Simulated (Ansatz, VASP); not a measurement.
**Two plane-wave programs on NaF**

Contents of INCAR:

```
PREC     = Accurate       # precision mode
ENCUT    = 520            # plane-wave cutoff, eV
EDIFF    = 1E-6           # SCF threshold, eV
ISMEAR   = 0              # smearing method
SIGMA    = 0.1            # smearing width, eV
LREAL    = False          # projectors in reciprocal space
LASPH    = True           # aspherical terms in the spheres
NELM     = 100            # most SCF steps
ALGO     = Normal         # electronic algorithm
ISIF     = 2              # what is computed and relaxed
LWAVE    = False          # write WAVECAR
LCHARG   = False          # write CHGCAR
GGA      = PE             # functional
NBANDS   = 54             # bands
```

File KPOINTS:

```
Automatic mesh
0
Gamma
  4 4 4
```

Contents of POSCAR:

```
NaF
1.0
    3.1970348000     -4.9148210000      0.0000000000
    3.1970348000      4.9148210000      0.0000000000
   -2.8938814000      0.0000000000      5.3769792000
Na F
6 6
Direct
    0.3034770000      0.9959330000      0.1994260000
    0.3034770000      0.9959330000      0.6994260000
    0.6639650000      0.6639650000      0.4573115000
    0.6639650000      0.6639650000      0.9573115000
    0.9959330000      0.3034770000      0.1994260000
    0.9959330000      0.3034770000      0.6994260000
    0.6958320000      0.0037220000      0.3002595000
    0.6958320000      0.0037220000      0.8002595000
    0.3368320000      0.3368320000      0.0432645000
    0.3368320000      0.3368320000      0.5432645000
    0.0037220000      0.6958320000      0.3002595000
    0.0037220000      0.6958320000      0.8002595000
```

Input for Ansatz:

```yaml
crystal:
  lattice:
    - [3.1970348, -4.914821, 0.0]
    - [3.1970348, 4.914821, 0.0]
    - [-2.8938814, 0.0, 5.3769792]
  atoms:
    - { symbol: Na, position: [0.303477, 0.995933, 0.199426] }
    - { symbol: Na, position: [0.303477, 0.995933, 0.699426] }
    - { symbol: Na, position: [0.663965, 0.663965, 0.4573115] }
    - { symbol: Na, position: [0.663965, 0.663965, 0.9573115] }
    - { symbol: Na, position: [0.995933, 0.303477, 0.199426] }
    - { symbol: Na, position: [0.995933, 0.303477, 0.699426] }
    - { symbol: F, position: [0.695832, 0.003722, 0.3002595] }
    - { symbol: F, position: [0.695832, 0.003722, 0.8002595] }
    - { symbol: F, position: [0.336832, 0.336832, 0.0432645] }
    - { symbol: F, position: [0.336832, 0.336832, 0.5432645] }
    - { symbol: F, position: [0.003722, 0.695832, 0.3002595] }
    - { symbol: F, position: [0.003722, 0.695832, 0.8002595] }
basis:
  ecutwfc: 420
kpoints:
  mp_grid: { grid: [4, 4, 4] }
hamiltonian:
  xc: pbe
scf:
  occupations: { method: gaussian, width: 0.1 }
  lower_state_search: "off"
output:
  forces: true
  stress: true
  eigenvalues: true
```

Alike in both runs: task single point; functional PBE; k mesh 4 × 4 × 4; occupations gaussian, width 0.1 eV; no spin polarisation.

```csv
,VASP,Ansatz
version,VASP 6.6.1,Ansatz 0.2.0
potentials or method,"VASP PAW PBE potentials, release 64 (Na_pv, F), cutoff 520 eV","scalar-relativistic, plane waves, PAW"
valence electrons in the cell,84,96
```

|  | VASP | Ansatz | Ansatz less VASP |
| --- | --- | --- | --- |
| gap on the k mesh at the Fermi level (eV) | 5.42 | 5.44 | +0.016 |
| least direct gap on the mesh (eV) | 5.45 | 5.46 | +0.016 |
| pressure (GPa) | -0.1 | 0.0 | +0.10 |
| rms of the force components (eV/Å) | 0.004 | 0.001 | -0.0031 |

Atom by atom the forces differ by 0.003 eV/Å (rms over components). VASP's potentials hold 84 valence electrons a cell and Ansatz's 96, so a difference there can come from the potentials and not from the codes.
